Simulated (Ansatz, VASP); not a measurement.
CdS in VASP and in Ansatz

Contents of INCAR:

```
SYSTEM = CdS
PREC = Accurate ; ENCUT = 520
EDIFF = 1E-7 ; ISMEAR = 0
SIGMA = 0.1 ; LREAL = .FALSE.
LASPH = .TRUE. ; NELM = 60
ALGO = Normal ; ISIF = 2
LWAVE = .FALSE. ; LCHARG = .TRUE.
GGA = CA ; LELF = .TRUE.
LVHAR = .TRUE. ; NBANDS = 26
```

The input KPOINTS:

```
regular mesh
0
G
  6 6 4
  0 0 0
```

Contents of POSCAR:

```
CdS
1.0
    4.1370000000      0.0000000000      0.0000000000
   -2.0685000000      3.5827470955      0.0000000000
    0.0000000000      0.0000000000      6.7160000000
Cd S
2 2
Direct
    0.3333333333      0.6666666667      0.0000000000
    0.6666666667      0.3333333333      0.5000000000
    0.3333333333      0.6666666667      0.3770000000
    0.6666666667      0.3333333333      0.8770000000
```

Input for Ansatz:

```yaml
crystal:
  lattice:
    - [4.137, 0.0, 0.0]
    - [-2.0685, 3.5827470955, 0.0]
    - [0.0, 0.0, 6.716]
  atoms:
    - { symbol: Cd, position: [0.3333333333, 0.6666666667, 0.0] }
    - { symbol: Cd, position: [0.6666666667, 0.3333333333, 0.5] }
    - { symbol: S, position: [0.3333333333, 0.6666666667, 0.377] }
    - { symbol: S, position: [0.6666666667, 0.3333333333, 0.877] }
basis:
  ecutwfc: 420
kpoints:
  mp_grid: { grid: [6, 6, 4] }
hamiltonian:
  xc: lda
  pseudopotentials: { kind: paw, azcp: { folder: soft_1 } }
scf:
  occupations: { method: gaussian, width: 0.1 }
output:
  forces: true
  stress: true
  eigenvalues: true
```

Alike in both runs: task single point; functional LDA; k mesh 6 × 6 × 4; occupations gaussian, width 0.1 eV; no spin polarisation.

```csv
,VASP,Ansatz
version,VASP 6.6.1,Ansatz 0.2.0
potentials or method,"VASP PAW LDA potentials, release 64 (Cd, S), cutoff 520 eV","scalar-relativistic, plane waves, PAW"
valence electrons in the cell,36,52
```

Ansatz gave:

| Quantity | Value |
| --- | --- |
| gap on the k mesh at the Fermi level (eV) | 0.94 |
| least direct gap on the mesh (eV) | 0.94 |
| pressure (GPa) | -2.6 |
| traceless stress, the component that is largest in VASP (GPa) | 0.10 |

Task: Estimate VASP's values.

Result: gap on the k mesh at the Fermi level (eV): 0.96; least direct gap on the mesh (eV): 0.96; pressure (GPa): -2.2; traceless stress, the component that is largest in VASP (GPa): 0.10.

Ansatz warns that its potentials were made for another functional, while VASP's fit it. LDA's correlation is that of Perdew and Zunger in VASP and of Perdew and Wang (1992) in Ansatz. VASP's potentials hold 36 valence electrons a cell and Ansatz's 52, so a difference there can come from the potentials and not from the codes.
